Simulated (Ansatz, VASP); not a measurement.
## Zn in VASP and in Ansatz

```
CELL_PARAMETERS angstrom
2.63391 0.00000 0.00000
-1.31696 2.28104 0.00000
0.00000 0.00000 4.89888
ATOMIC_POSITIONS crystal
Zn 0.66667 0.33333 0.75000
Zn 0.33333 0.66667 0.25000
```

Change from the starting cell: volume scaled by 0.96.

Alike in both runs: task single point; functional LDA; k mesh 11 × 11 × 6; occupations fermi-dirac, width 0.05 eV; no spin polarisation.

|  | VASP | Ansatz |
| --- | --- | --- |
| version | VASP 6.6.1 | Ansatz 0.2.0 |
| potentials or method | VASP PAW LDA potentials, release 64 (Zn), cutoff 520 eV | all-electron LAPW, scalar-relativistic |

Ansatz gave:

```
gap on the k mesh at the Fermi level (eV)                     : none
pressure (GPa)                                                : -6.6
traceless stress, the component that is largest in VASP (GPa) : 0.32
```

Problem. Which values does VASP return?

Solution. gap on the k mesh at the Fermi level (eV): none; pressure (GPa): -6.1; traceless stress, the component that is largest in VASP (GPa): 0.11.

LDA's correlation is that of Perdew and Zunger in VASP and of Perdew and Wang (1992) in Ansatz. A gap of «none» marks a metal or a gap that the smearing closes. Ansatz ran all-electron here, and VASP with PAW potentials.
